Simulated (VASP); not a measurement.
# SnTe (F-43m) in VASP: a series of runs

Runs on SnTe. Level: LDA. Tasks: single point.

Everything below comes from runs of VASP 6.6.1. Logs are shortened: lines on timing, memory, paths and dates and some standing lists are left out, and cuts for length are marked.

## 1. The cell of the first run

It takes space group F-43m (No. 216, cubic). The conventional cell has a = 7.174 Å, b = 7.174 Å, c = 7.174 Å, α = 90.00°, β = 90.00°, γ = 90.00°. Within 4.1 Å of Te (site symmetry -43m) lie 4 Sn at 3.11 Å. Within 4.1 Å of Sn (site symmetry -43m) lie 4 Te at 3.11 Å.

## 2. Single point, LDA

File INCAR:

```
PREC = Accurate
ENCUT = 520
EDIFF = 1E-7
ISMEAR = -1
SIGMA = 0.05
LREAL = F
LASPH = T
NELM = 80
ALGO = Normal
ISIF = 2
LWAVE = F
LCHARG = F
GGA = CA
NBANDS = 17
```

File KPOINTS:

```
Automatic mesh
0
Gamma
  7 7 7
```

File POSCAR:

```
SnTe
1.0
    0.0000000000      3.5869093905      3.5869093905
    3.5869093905      0.0000000000      3.5869093905
    3.5869093905      3.5869093905      0.0000000000
Te Sn
1 1
Direct
    0.2500000000      0.2500000000      0.2500000000
    0.0000000000      0.0000000000      0.0000000000
```

Potentials or basis: VASP PAW LDA potentials, release 64 (Te, Sn_d).

Command:

```
> cat potpaw_LDA.64/Te/POTCAR potpaw_LDA.64/Sn_d/POTCAR > POTCAR
> mpirun -np 1 vasp_std > vasp.out
```

OUTCAR:

```text
PREC = Accurate
   ENCUT = 520
   EDIFF = 1E-7
   ISMEAR = -1
   LREAL = F
   LASPH = T
   NELM = 80
   ISIF = 2
   GGA = CA

 ion  position               nearest neighbor table
   1  0.250  0.250  0.250-   2 3.11   2 3.11   2 3.11   2 3.11
   2  0.000  0.000  0.000-   1 3.11   1 3.11   1 3.11   1 3.11

  LATTYP: Found a face centered cubic cell.
 ALAT       =     7.1738187810

  Lattice vectors:

 A1 = (   0.0000000000,   3.5869093905,   3.5869093905)
 A2 = (   3.5869093905,   0.0000000000,   3.5869093905)
 A3 = (   3.5869093905,   3.5869093905,   0.0000000000)

Analysis of symmetry for initial positions (statically):
=====================================================================
 Subroutine PRICEL returns:
 Original cell was already a primitive cell.

 Routine SETGRP: Setting up the symmetry group for a
 face centered cubic supercell.

 Subroutine GETGRP returns: Found 24 space group operations
 (whereof 24 operations were pure point group operations)
 out of a pool of 48 trial point group operations.

The static configuration has the point symmetry T_d .

Analysis of symmetry for dynamics (positions and initial velocities):
=====================================================================
 Subroutine PRICEL returns:
 Original cell was already a primitive cell.

 Routine SETGRP: Setting up the symmetry group for a
 face centered cubic supercell.

 Subroutine GETGRP returns: Found 24 space group operations
 (whereof 24 operations were pure point group operations)
 out of a pool of 48 trial point group operations.

The dynamic configuration has the point symmetry T_d .

 Subroutine INISYM returns: Found 24 space group operations
 (whereof 24 operations are pure point group operations),
 and found     1 'primitive' translations

----------------------------------------------------------------------------------------

                                     Primitive cell

  volume of cell :      92.2978

  direct lattice vectors                    reciprocal lattice vectors
     0.000000000  3.586909390  3.586909390    -0.139395771  0.139395771  0.139395771
     3.586909390  0.000000000  3.586909390     0.139395771 -0.139395771  0.139395771
     3.586909390  3.586909390  0.000000000     0.139395771  0.139395771 -0.139395771

  length of vectors
     5.072655907  5.072655907  5.072655907     0.241440558  0.241440558  0.241440558

  position of ions in fractional coordinates (direct lattice)
     0.250000000  0.250000000  0.250000000
     0.000000000  0.000000000  0.000000000

  ion indices of the primitive-cell ions
   primitive index   ion index
                 1           1
                 2           2

----------------------------------------------------------------------------------------

 KPOINTS: Automatic mesh

Automatic generation of k-mesh.
 Grid dimensions read from file:
 generate k-points for:    7    7    7

 Generating k-lattice:

  Cartesian coordinates                     Fractional coordinates (reciprocal lattice)
    -0.019913682  0.019913682  0.019913682     0.142857143  0.000000000  0.000000000
     0.019913682 -0.019913682  0.019913682     0.000000000  0.142857143  0.000000000
     0.019913682  0.019913682 -0.019913682     0.000000000  0.000000000  0.142857143

  Length of vectors
     0.034491508  0.034491508  0.034491508

  Shift w.r.t. Gamma in fractional coordinates (k-lattice)
     0.000000000  0.000000000  0.000000000

 Subroutine IBZKPT returns following result:
 ===========================================

 Found     20 irreducible k-points:

 Following reciprocal coordinates:
            Coordinates               Weight
  0.000000  0.000000  0.000000      1.000000
  0.142857  0.000000  0.000000      8.000000
  0.285714  0.000000  0.000000      8.000000
  0.428571  0.000000  0.000000      8.000000
  0.142857  0.142857  0.000000      6.000000
  0.285714  0.142857  0.000000     24.000000
[... 12 lines left out ...]
 -0.428571  0.428571  0.142857     24.000000
 -0.285714  0.428571  0.142857     24.000000
   k-points           NKPTS =     20   k-points in BZ     NKDIM =     20   number of bands    NBANDS=     17
   number of dos      NEDOS =    301   number of ions     NIONS =      2
   total plane-waves  NPLWV =  64000
   dimension x,y,z NGX =    40 NGY =   40 NGZ =   40
   dimension x,y,z NGXF=    80 NGYF=   80 NGZF=   80
   ions per type =               1   1
   NGX,Y,Z   is equivalent  to a cutoff of  13.11, 13.11, 13.11 a.u.
   NGXF,Y,Z  is equivalent  to a cutoff of  26.22, 26.22, 26.22 a.u.
 SYSTEM =  unknown system
   PREC   = accura    normal or accurate (medium, high low for compatibility)
   ISTART =      0    job   : 0-new  1-cont  2-samecut
   ICHARG =      2    charge: 1-file 2-atom 10-const
   ISPIN  =      1    spin polarized calculation?
   LNONCOLLINEAR =      F non collinear calculations
   LSORBIT =      F    spin-orbit coupling
   LASPH  =      T    aspherical Exc in radial PAW
   ENCUT  =  520.0 eV  38.22 Ry    6.18 a.u.   9.43  9.43  9.43*2*pi/ulx,y,z
   NELM   =     80;   NELMIN=  2; NELMDL= -5     # of ELM steps
   EDIFF  = 0.1E-06   stopping-criterion for ELM
   LREAL  =      F    real-space projection
   EDIFFG = 0.1E-05   stopping-criterion for IOM
   NSW    =      0    number of steps for IOM
   IBRION =     -1    ionic relax: 0-MD 1-quasi-New 2-CG
   NFREE  =      0    steps in history (QN), initial steepest desc. (CG)
   ISIF   =      2    stress and relaxation
   ISYM   =      2    0-nonsym 1-usesym 2-fastsym
   POTIM  = 0.5000    time-step for ionic-motion
   TEBEG  =    0.0;   TEEND  =   0.0 temperature during run
   PSTRESS=    0.0 pullay stress
   NELECT =      20.0000    total number of electrons
   NUPDOWN=      -1.0000    fix difference up-down
   EMIN   =  10.00;   EMAX   =-10.00  energy-range for DOS
   EFERMI =   0.00;   METHOD = LEGACY
   ISMEAR =    -1;   SIGMA  =   0.05  broadening in eV -4-tet -1-fermi 0-gaus
   EFERMI_NEDOS =   21; number of points for ismear=-14 and -15
   IALGO  =     38    algorithm
   IMIX   =      4    mixing-type and parameters
     AMIX     =   0.40;   BMIX     =  1.00
     AMIX_MAG =   1.60;   BMIX_MAG =  1.00
  volume/ion in A,a.u.               =      46.15       311.43
  Fermi-wavevector in a.u.,A,eV,Ry     =   0.983304  1.858175 13.155290  0.966887
  Thomas-Fermi vector in A             =   2.114452
   LORBIT       =      0    0 simple, 1 ext, 2 COOP (PROOUT), +10 PAW based schemes
   GGA     = CA    functional components
   LHFCALC =     F    Hartree Fock is set to
   AEXX    =    0.0000 exact exchange contribution
   IVDW    =     0    specifies the selected vdW correction
   LEPSILON=     F    determine dielectric tensor
   LRPA    =     F    only Hartree local field effects (RPA)
 non-spin polarized calculation
  energy-cutoff  :      520.00
  volume of cell :       92.30
 maximum number of plane-waves:      2521
 NGX is ok and might be reduce to    40
   NGX = 19   NGY = 19   NGZ = 19

 number of electron      20.0000005 magnetization

 Free energy of the ion-electron system (eV)
  ---------------------------------------------------
  ext. energy  EPLUGINS =         0.00000000
  ---------------------------------------------------
  free energy    TOTEN  =        -8.01830848 eV

  energy without entropy =       -8.01559031  energy(sigma->0) =       -8.01694939

 E-fermi :   3.0502     XC(G=0):  -7.8849

 val. band max:        2.9067516247   @ k =  -0.2857   0.4286   0.1429
 cond. band min:       3.1128818347   @ k =   0.4286   0.4286   0.0000
 fundamental gap:      0.2061302099
 Fermi energy:         3.0501796009

 k-point     1 :       0.0000    0.0000    0.0000
  band No.  band energies     occupation
      1     -18.6031      2.00000
      2     -18.6031      2.00000
      3     -18.6031      2.00000
      4     -18.5914      2.00000
      5     -18.5914      2.00000
      6      -8.5655      2.00000
[... 9 lines left out ...]
     16       9.5424      0.00000
     17      10.5817      0.00000

 k-point     2 :       0.1429    0.0000    0.0000
  band No.  band energies     occupation
      1     -18.6034      2.00000
      2     -18.6028      2.00000
      3     -18.6028      2.00000
      4     -18.5914      2.00000
      5     -18.5914      2.00000
      6      -8.4767      2.00000
[... 9 lines left out ...]
     16       9.0565      0.00000
     17      10.1400      0.00000

 k-point     3 :       0.2857    0.0000    0.0000
  band No.  band energies     occupation
      1     -18.6040      2.00000
      2     -18.6022      2.00000
      3     -18.6022      2.00000
      4     -18.5914      2.00000
      5     -18.5914      2.00000
      6      -8.2523      2.00000
[... 9 lines left out ...]
     16       8.9670      0.00000
     17      10.2329      0.00000

 k-point     4 :       0.4286    0.0000    0.0000
  band No.  band energies     occupation
      1     -18.6045      2.00000
      2     -18.6017      2.00000
      3     -18.6017      2.00000
      4     -18.5913      2.00000
      5     -18.5913      2.00000
      6      -8.0371      2.00000
[... 9 lines left out ...]
     16       9.6579      0.00000
     17       9.7322      0.00000
[... 263 lines left out ...]
      1     -18.6053      2.00000
      2     -18.6013      2.00000
      3     -18.6007      2.00000
      4     -18.5916      2.00000
      5     -18.5911      2.00000
      6      -7.8946      2.00000
[... 9 lines left out ...]
     16      10.2831      0.00000
     17      10.9209      0.00000

 k-point    19 :      -0.4286    0.4286    0.1429
  band No.  band energies     occupation
      1     -18.6062      2.00000
      2     -18.6008      2.00000
      3     -18.6001      2.00000
      4     -18.5920      2.00000
      5     -18.5908      2.00000
      6      -7.8131      2.00000
[... 9 lines left out ...]
     16      10.8167      0.00000
     17      11.4562      0.00000

 k-point    20 :      -0.2857    0.4286    0.1429
  band No.  band energies     occupation
      1     -18.6057      2.00000
      2     -18.6012      2.00000
      3     -18.6001      2.00000
      4     -18.5918      2.00000
      5     -18.5910      2.00000
      6      -7.7890      2.00000
[... 9 lines left out ...]
     16      10.4012      0.00000
     17      11.7270      0.00000

------------------------ aborting loop because EDIFF is reached ----------------------------------------

  FORCE on cell =-STRESS in cart. coord.  units (eV):
  Direction    XX          YY          ZZ          XY          YZ          ZX
  --------------------------------------------------------------------------------------
  -------------------------------------------------------------------------------------
  Total       -1.0090493     -1.0090493     -1.0090493      0.0000000      0.0000000     -0.0000000
  in kB      -17.5158714    -17.5158714    -17.5158714      0.0000000      0.0000000     -0.0000000
  external PRESSURE =     -17.5158714 kB  Pullay stress =       0.0000000 kB

 VOLUME and BASIS-vectors are now :
 -----------------------------------------------------------------------------
  energy-cutoff  :      520.00
  volume of cell :       92.30
      direct lattice vectors                 reciprocal lattice vectors
     0.000000000  3.586909390  3.586909390    -0.139395771  0.139395771  0.139395771
     3.586909390  0.000000000  3.586909390     0.139395771 -0.139395771  0.139395771
     3.586909390  3.586909390  0.000000000     0.139395771  0.139395771 -0.139395771

 POSITION                                       TOTAL-FORCE (eV/Angst)
 -----------------------------------------------------------------------------------
      1.79345      1.79345      1.79345         0.000000      0.000000      0.000000
      0.00000      0.00000      0.00000        -0.000000     -0.000000     -0.000000
 -----------------------------------------------------------------------------------
    total drift:                               -0.000000     -0.000000     -0.000000

  FREE ENERGIE OF THE ION-ELECTRON SYSTEM (eV)
  ---------------------------------------------------
  free  energy   TOTEN  =        -8.0183084785 eV

  energy  without entropy=       -8.0155903108  energy(sigma->0) =       -8.01694939
```

It took 20 s on 1 thread of AMD EPYC 9R45 (Zen 5), shared host; peak memory 0.17 GiB.

What came out:

```
Free energy            : -8.0183 eV
Pressure               : -1.8 GPa
Band gap on the k mesh : 0.21 eV (least direct gap 0.73 eV)
```

Caveat: spin-orbit coupling is left out, which moves the levels of the heavy elements; an odd mesh through Γ misses points on the zone boundary, where band edges can lie.

## 3. Single point, LDA

This run uses another cell than the first one, of 47.09 Å³/atom.

File INCAR:

```
ALGO = Normal
EDIFF = 1E-6
ENCUT = 520
ISIF = 2
ISMEAR = -1
LASPH = T
LCHARG = T
LELF = T
LREAL = F
LVHAR = T
LWAVE = F
NBANDS = 17
NELM = 80
PREC = Accurate
SIGMA = 0.05
```

File KPOINTS:

```
k-points
0
Gamma
  7 7 7
```

File POSCAR:

```
SnTe
1.0
    0.0000000000      3.6111460000      3.6111460000
    3.6111460000      0.0000000000      3.6111460000
    3.6111460000      3.6111460000      0.0000000000
Te Sn
1 1
Direct
    0.2500000000      0.2500000000      0.2500000000
    0.0000000000      0.0000000000      0.0000000000
```

Potentials or basis: VASP PAW LDA potentials, release 64 (Te, Sn_d).

Command:

```
> cat potpaw_LDA.64/Te/POTCAR potpaw_LDA.64/Sn_d/POTCAR > POTCAR
> mpirun -np 1 vasp_std > vasp.out
```

Run time: 19 s. Hardware: 1 thread of AMD EPYC 9R45 (Zen 5), shared host; peak memory 0.17 GiB.

It converged, with:

```yaml
Free_energy: -7.9955 eV
Pressure: -2.2 GPa
Band_gap_on_the_k_mesh: 0.25 eV (least direct gap 0.75 eV)
```

Levels at points of the mesh, in eV from the valence-band top:
| k point | band 8 | band 9 | band 10 | band 11 | band 12 | band 13 |
| --- | --- | --- | --- | --- | --- | --- |
| (0.00, 0.00, 0.00) | -1.70 | -1.70 | -1.70 | 1.18 | 1.18 | 1.18 |

Caveat: spin-orbit coupling is left out, which moves the levels of the heavy elements; an odd mesh through Γ misses points on the zone boundary, where band edges can lie.
